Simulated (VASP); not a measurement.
A run of VASP 6.6.1:

Contents of INCAR:

```
SYSTEM = CaO
PREC = Accurate
ENCUT = 520
EDIFF = 1E-6
ISMEAR = 0
SIGMA = 0.05
LREAL = .False.
LASPH = .True.
NELM = 60
ALGO = Normal
ISIF = 2
LWAVE = .False.
LCHARG = .True.
GGA = PE
LELF = .True.
LVHAR = .True.
NBANDS = 24
```

File KPOINTS:

```
regular mesh
0
Gamma
  9 9 6
  0 0 0
```

File POSCAR:

```
CaO
1.0
    4.2417128028      0.0000000000      0.0000000000
   -2.1208564014      3.6734310428      0.0000000000
    0.0000000000      0.0000000000      4.5140307648
Ca O
2 2
Direct
    0.3333333333      0.6666666667      0.7500000000
    0.6666666667      0.3333333333      0.2500000000
    0.3333333333      0.6666666667      0.2500000000
    0.6666666667      0.3333333333      0.7500000000
```

Potentials or basis: VASP PAW PBE potentials, release 64 (Ca_sv, O).

Command:

```bash
$ cat potpaw_PBE.64/Ca_sv/POTCAR potpaw_PBE.64/O/POTCAR > POTCAR
$ mpirun -np 1 vasp_std > vasp.out
```

Hardware: 1 thread of Intel Xeon 8259CL (shared host).

**Question.** How long does it take, and how much memory?

**Answer.** Run time: 91 s on 1 thread of Intel Xeon 8259CL, on a shared host, peak memory 0.23 GiB. Counts: scf iterations 14, k points 48.
